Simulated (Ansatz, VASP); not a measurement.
# Pt in VASP and in Ansatz

```
Pt
1.0
     0.00000    2.15773    1.71151
     2.15773    0.00000    1.71151
     2.15773    2.15773    0.00000
Pt
1
Cartesian
  0.0000 0.0000 0.0000
```

Alike in both runs: task single point; functional LDA; k mesh 22 × 22 × 22; occupations gaussian, width 0.15 eV; no spin polarisation.

|  | VASP | Ansatz |
| --- | --- | --- |
| version | VASP 6.6.1 | Ansatz 0.2.0 |
| potentials or method | VASP PAW LDA potentials, release 64 (Pt), cutoff 520 eV | scalar-relativistic, plane waves, PAW |
| valence electrons in the cell | 10 | 18 |

VASP gave:

| Quantity | Value |
| --- | --- |
| gap on the k mesh at the Fermi level (eV) | none |
| pressure (GPa) | -16.4 |
| traceless stress, the component that is largest in VASP (GPa) | 4.07 |

Question: What did Ansatz give for the same quantities?

Answer: gap on the k mesh at the Fermi level (eV): none; pressure (GPa): -17.0; traceless stress, the component that is largest in VASP (GPa): 4.07.

Ansatz warns that its potentials were made for another functional, while VASP's fit it. LDA's correlation is that of Perdew and Zunger in VASP and of Perdew and Wang (1992) in Ansatz. A gap of «none» marks a metal or a gap that the smearing closes. VASP's potentials hold 10 valence electrons a cell and Ansatz's 18, so a difference there can come from the potentials and not from the codes.

Neither program's run includes spin-orbit coupling.
